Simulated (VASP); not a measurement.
Runs of VASP 6.6.1 on Lu. The structure is that of space group P6/mmm (No. 191), or close to it. The cells are those of the table. This isn't the form of Lu at room conditions, which is hcp.

```tsv
cell	k mesh	gap on the mesh (eV)	pressure (GPa)
a = 5.273, b = 5.273, c = 3.302 Å, angles 90.0, 90.0, 120.0°, 3 atoms	8 × 8 × 10	none	(a)
a = 5.352, b = 5.352, c = 3.351 Å, angles 90.0, 90.0, 120.0°, 3 atoms	8 × 8 × 10	none	4.3
a = 5.428, b = 5.428, c = 3.399 Å, angles 90.0, 90.0, 120.0°, 3 atoms	8 × 8 × 10	none	1.9
a = 5.502, b = 5.502, c = 3.446 Å, angles 90.0, 90.0, 120.0°, 3 atoms	7 × 7 × 9	none	0.1
```

Alike in all rows: task single point; level revPBE; potentials or basis VASP PAW PBE potentials, release 64 (Lu); no spin polarisation; cutoff (eV) 520; smearing fermi-dirac 0.1 eV.

Question: Fill in the values left out.

Answer: (a) 6.8.

Caveats: the PAW data sets were made with another functional, which shifts forces and pressure a little; spin-orbit coupling is left out, which moves the levels of the heavy elements; the cell stands under pressure (at least some runs).

A k mesh can miss the band edges, and the runs leave out spin-orbit coupling on Lu.

A gap of «none» marks levels without a gap at the run's occupations.
